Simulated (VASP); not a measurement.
Runs of VASP 6.6.1 on Co2S. The structure is that of space group P6/mmm (No. 191), or close to it. The cells are those of the table. 

| task | cell | k mesh | cutoff (eV) | gap on the mesh (eV) | pressure (GPa) | moment (μB) |
| --- | --- | --- | --- | --- | --- | --- |
| single point | a = 3.928, b = 3.928, c = 2.918 Å, angles 90.0, 90.0, 120.0°, 3 atoms | 6 × 6 × 6 | 520 | none | -0.5 | (a) |
| relaxation of cell and atoms | relaxed from a = 3.454, b = 3.454, c = 3.730 Å, angles 90.0, 90.0, 120.0°, 3 atoms | 6 × 6 × 6 | 600 | none | 0.2 | 3.74 |
| single point | a = 3.912, b = 3.912, c = 2.937 Å, angles 90.0, 90.0, 120.0°, 3 atoms | 12 × 12 × 16 | 520 | none | -0.4 | 3.75 |
| single point | a = 3.454, b = 3.454, c = 3.730 Å, angles 90.0, 90.0, 120.0°, 3 atoms | 6 × 6 × 6 | 520 | none | (b) | 2.99 |

Alike in all rows: level PBE; potentials or basis VASP PAW PBE potentials, release 64 (Co, S); spin collinear, ferromagnetic start; smearing gaussian 0.1 eV.

**Question.** Estimate the missing entries.

**Answer.** (a) 3.77; (b) 20.6.

A gap of «none» marks levels without a gap at the run's occupations.
